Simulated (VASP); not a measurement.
Here is a VASP 6.6.1 calculation.

INCAR

```
SYSTEM = TiO2
PREC     = Accurate       ! precision mode
ENCUT    = 520            ! plane-wave cutoff, eV
EDIFF    = 1E-6           ! SCF threshold, eV
ISMEAR   = -1             ! smearing method
SIGMA    = 0.05           ! smearing width, eV
LREAL    = .False.        ! projectors in reciprocal space
LASPH    = .True.         ! aspherical terms in the spheres
NELM     = 80             ! most SCF steps
ALGO     = Normal         ! electronic algorithm
ISIF     = 2              ! what is computed and relaxed
LWAVE    = .False.        ! write WAVECAR
LCHARG   = .True.         ! write CHGCAR
GGA      = B5             ! functional
ALDAX    = 1.0          
AGGAX    = 1.0          
AGGAC    = 1.0          
ALDAC    = 0.0          
IVDW     = 12             ! dispersion correction
VDW_S6   = 1.0          
VDW_S8   = 2.6996       
VDW_A1   = 0.4298       
VDW_A2   = 4.2359       
LELF     = .True.         ! ELF
LVHAR    = .True.       
NBANDS   = 60             ! bands
```

Contents of KPOINTS:

```
Automatic mesh
0
Gamma
  8 8 4
  0 0 0
```

The input POSCAR:

```
TiO2
1.0
    6.1150883474     -1.8629137085     -0.0192368866
    6.1150883474      1.8629137085     -0.0192368866
   -1.9360501634      0.0000000000      6.3361131271
Ti O
4 8
Direct
    0.8998258148      0.8998258148      0.2885659428
    0.1923579491      0.1923579491      0.2799707779
    0.1001741852      0.1001741852      0.7114340572
    0.8076420509      0.8076420509      0.7200292221
    0.3610113701      0.3610113701      0.2907309861
    0.2656597639      0.2656597639      0.6557487816
    0.8711382735      0.8711382735      0.9970947722
    0.7343402361      0.7343402361      0.3442512184
    0.9414606080      0.9414606080      0.6283734309
    0.1288617265      0.1288617265      0.0029052278
    0.6389886299      0.6389886299      0.7092690139
    0.0585393920      0.0585393920      0.3716265691
```

Potentials or basis: VASP PAW PBE potentials, release 64 (Ti_sv, O).

Launch:

```sh
$ cat potpaw_PBE.64/Ti_sv/POTCAR potpaw_PBE.64/O/POTCAR > POTCAR
$ mpirun -np 1 vasp_std > vasp.out
```

Q: What does it give for the largest force?

A: 0.164 eV/Å.

Q: Estimate the pressure.

A: 1.1 GPa.

Q: Estimate the band gap on the k mesh.

A: 2.77 eV (least direct gap 2.97 eV).

Stress tensor (GPa, compression positive):
```
0.99 0.00 0.09
0.00 0.97 0.00
0.09 0.00 1.35
```

Caveat: the PAW data sets were made with another functional, which shifts forces and pressure a little. A k mesh can miss the band edges.
